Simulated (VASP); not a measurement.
# InP (I-4m2) in VASP: further runs, part 2 of 2

VASP 6.6.1. Earlier steps stand in the parts before.

### 3 Single point, LDA (in-plane strain +0.02)

File INCAR:

```
SYSTEM = InP
ALGO = Normal
EDIFF = 1E-6
ENCUT = 520
GGA = CA
ISIF = 2
ISMEAR = 0
LASPH = .True.
LCHARG = .False.
LREAL = .False.
LWAVE = .False.
NBANDS = 16
NELM = 80
PREC = Accurate
SIGMA = 0.01
```

File KPOINTS:

```
k-points
0
Gamma
  8 8 8
  0 0 0
```

File POSCAR:

```
InP
1.0
    2.9719325461      2.9719325461      0.0000000000
   -2.9719325461      2.9719325461      0.0000000000
    0.0000000000      2.9719325461      2.8786954466
In P
1 1
Direct
    0.0000000000      0.0000000000      0.0000000000
    0.7500000000      0.2500000000      0.5000000000
```

Potentials or basis: VASP PAW LDA potentials, release 64 (In_d, P).

The run is started by

```bash
$ cat potpaw_LDA.64/In_d/POTCAR potpaw_LDA.64/P/POTCAR > POTCAR
$ mpirun -np 1 vasp_std > vasp.out
```

OUTCAR:

```text
SYSTEM = InP
   EDIFF = 1E-6
   ENCUT = 520
   GGA = CA
   ISIF = 2
   ISMEAR = 0
   LASPH = .True.
   LREAL = .False.
   NELM = 80
   PREC = Accurate

 ion  position               nearest neighbor table
   1  0.000  0.000  0.000-   2 2.55   2 2.55   2 2.55   2 2.55
   2  0.750  0.250  0.500-   1 2.55   1 2.55   1 2.55   1 2.55

  LATTYP: Found a body centered tetragonal cell.
 ALAT       =     4.2029473132
 C/A-ratio  =     1.3698460781

  Lattice vectors:

 A1 = (   2.9719325461,   0.0000000000,  -2.8786954466)
 A2 = (  -2.9719325461,   0.0000000000,  -2.8786954466)
 A3 = (   0.0000000000,   2.9719325461,   2.8786954466)

Analysis of symmetry for initial positions (statically):
=====================================================================
 Subroutine PRICEL returns:
 Original cell was already a primitive cell.

 Routine SETGRP: Setting up the symmetry group for a
 body centered tetragonal supercell.

 Subroutine GETGRP returns: Found  8 space group operations
 (whereof  8 operations were pure point group operations)
 out of a pool of 16 trial point group operations.

The static configuration has the point symmetry D_2d.

Analysis of symmetry for dynamics (positions and initial velocities):
=====================================================================
 Subroutine PRICEL returns:
 Original cell was already a primitive cell.

 Routine SETGRP: Setting up the symmetry group for a
 body centered tetragonal supercell.

 Subroutine GETGRP returns: Found  8 space group operations
 (whereof  8 operations were pure point group operations)
 out of a pool of 16 trial point group operations.

The dynamic configuration has the point symmetry D_2d.

 Subroutine INISYM returns: Found  8 space group operations
 (whereof  8 operations are pure point group operations),
 and found     1 'primitive' translations

----------------------------------------------------------------------------------------

                                     Primitive cell

  volume of cell :      50.8515

  direct lattice vectors                    reciprocal lattice vectors
     2.971932546  2.971932546  0.000000000     0.168240696  0.168240696 -0.173689787
    -2.971932546  2.971932546  0.000000000    -0.168240696  0.168240696 -0.173689787
     0.000000000  2.971932546  2.878695447     0.000000000  0.000000000  0.347379575

  length of vectors
     4.202947313  4.202947313  4.137544022     0.294581068  0.294581068  0.347379575

  position of ions in fractional coordinates (direct lattice)
     0.000000000  0.000000000  0.000000000
     0.750000000  0.250000000  0.500000000

  ion indices of the primitive-cell ions
   primitive index   ion index
                 1           1
                 2           2

----------------------------------------------------------------------------------------

 KPOINTS: k-points

Automatic generation of k-mesh.
 Grid dimensions read from file:
 generate k-points for:    8    8    8

 Generating k-lattice:

  Cartesian coordinates                     Fractional coordinates (reciprocal lattice)
     0.021030087  0.021030087 -0.021711223     0.125000000  0.000000000 -0.000000000
    -0.021030087  0.021030087 -0.021711223     0.000000000  0.125000000 -0.000000000
     0.000000000  0.000000000  0.043422447     0.000000000  0.000000000  0.125000000

  Length of vectors
     0.036822634  0.036822634  0.043422447

  Shift w.r.t. Gamma in fractional coordinates (k-lattice)
     0.000000000  0.000000000  0.000000000

 Subroutine IBZKPT returns following result:
 ===========================================

 Found     59 irreducible k-points:

 Following reciprocal coordinates:
            Coordinates               Weight
  0.000000  0.000000  0.000000      1.000000
  0.125000  0.000000  0.000000      8.000000
  0.250000  0.000000  0.000000      8.000000
  0.375000  0.000000  0.000000      8.000000
  0.500000  0.000000  0.000000      4.000000
  0.125000  0.125000  0.000000      8.000000
[... 16 lines left out ...]
  0.250000  0.000000  0.125000      4.000000
  0.375000  0.000000  0.125000      8.000000
 [... further k-points ...]
   k-points           NKPTS =     59   k-points in BZ     NKDIM =     59   number of bands    NBANDS=     16
   number of dos      NEDOS =    301   number of ions     NIONS =      2
   total plane-waves  NPLWV =  32768
   dimension x,y,z NGX =    32 NGY =   32 NGZ =   32
   dimension x,y,z NGXF=    64 NGYF=   64 NGZF=   64
   ions per type =               1   1
   NGX,Y,Z   is equivalent  to a cutoff of  12.66, 12.66, 12.86 a.u.
   NGXF,Y,Z  is equivalent  to a cutoff of  25.31, 25.31, 25.72 a.u.
 SYSTEM =  InP
   PREC   = accura    normal or accurate (medium, high low for compatibility)
   ISTART =      0    job   : 0-new  1-cont  2-samecut
   ICHARG =      2    charge: 1-file 2-atom 10-const
   ISPIN  =      1    spin polarized calculation?
   LNONCOLLINEAR =      F non collinear calculations
   LSORBIT =      F    spin-orbit coupling
   LASPH  =      T    aspherical Exc in radial PAW
   ENCUT  =  520.0 eV  38.22 Ry    6.18 a.u.   7.81  7.81  7.69*2*pi/ulx,y,z
   NELM   =     80;   NELMIN=  2; NELMDL= -5     # of ELM steps
   EDIFF  = 0.1E-05   stopping-criterion for ELM
   LREAL  =      F    real-space projection
[... 7 lines left out ...]
   TEBEG  =    0.0;   TEEND  =   0.0 temperature during run
   PSTRESS=    0.0 pullay stress
   NELECT =      18.0000    total number of electrons
   NUPDOWN=      -1.0000    fix difference up-down
   EMIN   =  10.00;   EMAX   =-10.00  energy-range for DOS
   EFERMI =   0.00;   METHOD = LEGACY
   ISMEAR =     0;   SIGMA  =   0.01  broadening in eV -4-tet -1-fermi 0-gaus
   EFERMI_NEDOS =   21; number of points for ismear=-14 and -15
   IALGO  =     38    algorithm
   IMIX   =      4    mixing-type and parameters
     AMIX     =   0.40;   BMIX     =  1.00
     AMIX_MAG =   1.60;   BMIX_MAG =  1.00
  volume/ion in A,a.u.               =      25.43       171.58
  Fermi-wavevector in a.u.,A,eV,Ry     =   1.158060  2.188416 18.246819  1.341103
  Thomas-Fermi vector in A             =   2.294666
   LORBIT       =      0    0 simple, 1 ext, 2 COOP (PROOUT), +10 PAW based schemes
   GGA     = CA    functional components
   LHFCALC =     F    Hartree Fock is set to
   AEXX    =    0.0000 exact exchange contribution
   IVDW    =     0    specifies the selected vdW correction
   LEPSILON=     F    determine dielectric tensor
   LRPA    =     F    only Hartree local field effects (RPA)
 non-spin polarized calculation
 Gauss-broadening in eV      SIGMA  =   0.01
  energy-cutoff  :      520.00
  volume of cell :       50.85
 maximum number of plane-waves:      1387
   NGX = 15   NGY = 15   NGZ = 15

 number of electron      18.0000007 magnetization

 Free energy of the ion-electron system (eV)
  ---------------------------------------------------
  ext. energy  EPLUGINS =         0.00000000
  ---------------------------------------------------
  free energy    TOTEN  =        -9.65981545 eV

  energy without entropy =       -9.65981545  energy(sigma->0) =       -9.65981545

 E-fermi :   5.1027     XC(G=0):  -9.5675

 val. band max:        4.9916082833   @ k =   0.0000   0.0000   0.0000
 cond. band min:       5.3465554228   @ k =   0.0000   0.0000   0.0000
 fundamental gap:      0.3549471395
 Fermi energy:         5.1027299428

 k-point     1 :       0.0000    0.0000    0.0000
  band No.  band energies     occupation
      1      -9.2737      2.00000
      2      -9.2737      2.00000
      3      -9.2612      2.00000
      4      -9.1216      2.00000
      5      -9.1190      2.00000
      6      -6.5762      2.00000
[... 8 lines left out ...]
     15      14.0862      0.00000
     16      14.5483      0.00000

 k-point     2 :       0.1250    0.0000    0.0000
  band No.  band energies     occupation
      1      -9.2883      2.00000
      2      -9.2662      2.00000
      3      -9.2575      2.00000
      4      -9.1221      2.00000
      5      -9.1184      2.00000
      6      -6.3993      2.00000
[... 8 lines left out ...]
     15      13.7215      0.00000
     16      14.0121      0.00000
[... 387 lines left out ...]
      5      -9.1178      2.00000
      6      -6.1237      2.00000
[... 8 lines left out ...]
     15      13.5988      0.00000
     16      15.0038      0.00000

 k-point    24 :       0.3750    0.0000    0.1250
  band No.  band energies     occupation
      1      -9.3521      2.00000
      2      -9.2406      2.00000
      3      -9.2301      2.00000
      4      -9.1191      2.00000
      5      -9.1156      2.00000
      6      -5.5641      2.00000
[... 8 lines left out ...]
     15      14.2998      0.00000
     16      15.2766      0.00000

 [... further k-points ...]

------------------------ aborting loop because EDIFF is reached ----------------------------------------

  FORCE on cell =-STRESS in cart. coord.  units (eV):
  Direction    XX          YY          ZZ          XY          YZ          ZX
  --------------------------------------------------------------------------------------
  -------------------------------------------------------------------------------------
  Total       -0.7373348     -0.7373348     -0.3106597      0.0000000      0.0000000     -0.0000000
  in kB      -23.2312016    -23.2312016     -9.7879544      0.0000000      0.0000000     -0.0000000
  external PRESSURE =     -18.7501192 kB  Pullay stress =       0.0000000 kB

 VOLUME and BASIS-vectors are now :
 -----------------------------------------------------------------------------
  energy-cutoff  :      520.00
  volume of cell :       50.85
      direct lattice vectors                 reciprocal lattice vectors
     2.971932546  2.971932546  0.000000000     0.168240696  0.168240696 -0.173689787
    -2.971932546  2.971932546  0.000000000    -0.168240696  0.168240696 -0.173689787
     0.000000000  2.971932546  2.878695447     0.000000000  0.000000000  0.347379575

 POSITION                                       TOTAL-FORCE (eV/Angst)
 -----------------------------------------------------------------------------------
      0.00000      0.00000      0.00000        -0.000000     -0.000000      0.000000
      1.48597      4.45790      1.43935         0.000000      0.000000      0.000000
 -----------------------------------------------------------------------------------
    total drift:                                0.000000     -0.000000      0.000000

  FREE ENERGIE OF THE ION-ELECTRON SYSTEM (eV)
  ---------------------------------------------------
  free  energy   TOTEN  =        -9.6598154546 eV

  energy  without entropy=       -9.6598154546  energy(sigma->0) =       -9.65981545
```

OSZICAR:

```text
N       E                     dE             d eps       ncg     rms          rms(c)
DAV:   1     0.113387270576E+03    0.11339E+03   -0.83949E+03  1896   0.124E+03
DAV:   2    -0.221096751879E+01   -0.11560E+03   -0.11033E+03  2136   0.306E+02
DAV:   3    -0.987195312697E+01   -0.76610E+01   -0.76255E+01  2464   0.764E+01
DAV:   4    -0.100790573831E+02   -0.20710E+00   -0.20703E+00  2456   0.135E+01
DAV:   5    -0.100898254942E+02   -0.10768E-01   -0.10768E-01  2848   0.274E+00    0.571E+00
DAV:   6    -0.970572553457E+01    0.38410E+00   -0.58127E-01  3080   0.124E+01    0.338E+00
DAV:   7    -0.966524220804E+01    0.40483E-01   -0.13302E-01  2752   0.290E+00    0.116E+00
DAV:   8    -0.965996284320E+01    0.52794E-02   -0.12306E-02  2480   0.126E+00    0.331E-01
DAV:   9    -0.965978419399E+01    0.17865E-03   -0.96642E-04  2576   0.333E-01    0.161E-01
DAV:  10    -0.965981299605E+01   -0.28802E-04   -0.14135E-04  2936   0.156E-01    0.939E-02
DAV:  11    -0.965981766146E+01   -0.46654E-05   -0.28937E-05  2904   0.806E-02    0.547E-02
DAV:  12    -0.965981544961E+01    0.22119E-05   -0.44909E-06  2328   0.158E-02    0.874E-03
DAV:  13    -0.965981545463E+01   -0.50231E-08   -0.45366E-07  1496   0.377E-03
   1 F= -.96598155E+01 E0= -.96598155E+01  d E =-.260239E-58
```

Wall time 64 s (1 thread of Intel Xeon 8259CL, shared host); peak memory 0.18 GiB.

What came out:

- Free energy: -9.6598 eV
- Pressure: -1.9 GPa
- Band gap on the k mesh: 0.35 eV

Stress tensor (GPa, compression positive):
```
-2.32  0.00  0.00
 0.00 -2.32  0.00
 0.00  0.00 -0.98
```

Levels at points of the mesh, in eV from the valence-band top:
| k point | band 5 | band 6 | band 7 | band 8 | band 9 | band 10 | band 11 | band 12 | band 13 | band 14 |
| --- | --- | --- | --- | --- | --- | --- | --- | --- | --- | --- |
| (0.00, 0.00, 0.00) | -14.11 | -11.57 | -0.14 | -0.14 | 0.00 | 0.35 | 3.84 | 3.89 | 3.89 | 8.13 |
| (0.50, 0.00, 0.00) | -14.09 | -9.85 | -5.87 | -1.17 | -0.97 | 1.19 | 4.50 | 4.73 | 6.79 | 9.07 |
| (0.50, 0.50, 0.00) | -14.08 | -9.23 | -5.97 | -2.36 | -2.35 | 1.58 | 2.13 | 8.72 | 9.13 | 9.33 |
| (0.00, 0.00, 0.50) | -14.07 | -9.12 | -5.78 | -2.54 | -2.54 | 1.41 | 1.84 | 9.03 | 9.25 | 9.25 |

Caveat: the cell differs from its parent crystal (in-plane strain +0.02); semilocal functionals underestimate gaps, and a narrow one can read as zero; spin-orbit coupling is left out, which moves the levels of the heavy elements.
